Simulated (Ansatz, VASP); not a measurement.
One calculation of P, two programs

File INCAR:

```
ALGO = Normal
EDIFF = 1E-6
ENCUT = 520
GGA = PS
ISIF = 2
ISMEAR = 0
LASPH = True
LCHARG = False
LREAL = False
LWAVE = False
NBANDS = 18
NELM = 80
PREC = Accurate
SIGMA = 0.15
```

Contents of KPOINTS:

```
k-points
0
Gamma
  24 24 6
```

The input POSCAR:

```
P
1.0
   -2.4347371633      0.0000000000     -0.0052449062
    0.0000000000     -2.4346254889      0.0000000000
   -1.4806467121      0.0000000000      9.5827481618
P
4
Direct
    0.4750000000      0.0000000000      0.8750000000
    0.7750000000      0.0000000000      0.3750000000
   -0.0750000000      0.0000000000      0.1250000000
   -0.3750000000      0.0000000000      0.6250000000
```

Input for Ansatz:

```yaml
crystal:
  lattice:
    - [-2.4347371633, 0.0, -0.0052449062]
    - [0.0, -2.4346254889, 0.0]
    - [-1.4806467121, 0.0, 9.5827481618]
  atoms:
    - { symbol: P, position: [0.475, 0.0, 0.875] }
    - { symbol: P, position: [0.775, 0.0, 0.375] }
    - { symbol: P, position: [-0.075, 0.0, 0.125] }
    - { symbol: P, position: [-0.375, 0.0, 0.625] }
basis:
  ecutwfc: 420
kpoints:
  mp_grid: { grid: [24, 24, 6] }
hamiltonian:
  xc: pbesol
scf:
  occupations: { method: gaussian, width: 0.15 }
output:
  forces: true
  stress: true
  eigenvalues: true
```

Alike in both runs: task single point; functional PBEsol; k mesh 24 × 24 × 6; occupations gaussian, width 0.15 eV; no spin polarisation.

```csv
,VASP,Ansatz
version,VASP 6.6.1,Ansatz 0.2.0
potentials or method,"VASP PAW PBE potentials, release 64 (P), cutoff 520 eV","scalar-relativistic, plane waves, PAW"
valence electrons in the cell,20,20
```

VASP gave:

```
gap on the k mesh at the Fermi level (eV)                     : none
pressure (GPa)                                                : 0.8
traceless stress, the component that is largest in VASP (GPa) : -2.83
rms of the force components (eV/Å)                            : 0.252
```

**Question.** What did Ansatz give for the same quantities?

**Answer.** gap on the k mesh at the Fermi level (eV): none; pressure (GPa): 0.7; traceless stress, the component that is largest in VASP (GPa): -2.83; rms of the force components (eV/Å): 0.249.

VASP's potentials were made for PBE, not for PBEsol. Atom by atom the forces differ by 0.003 eV/Å (rms over components). A gap of «none» marks a metal or a gap that the smearing closes.
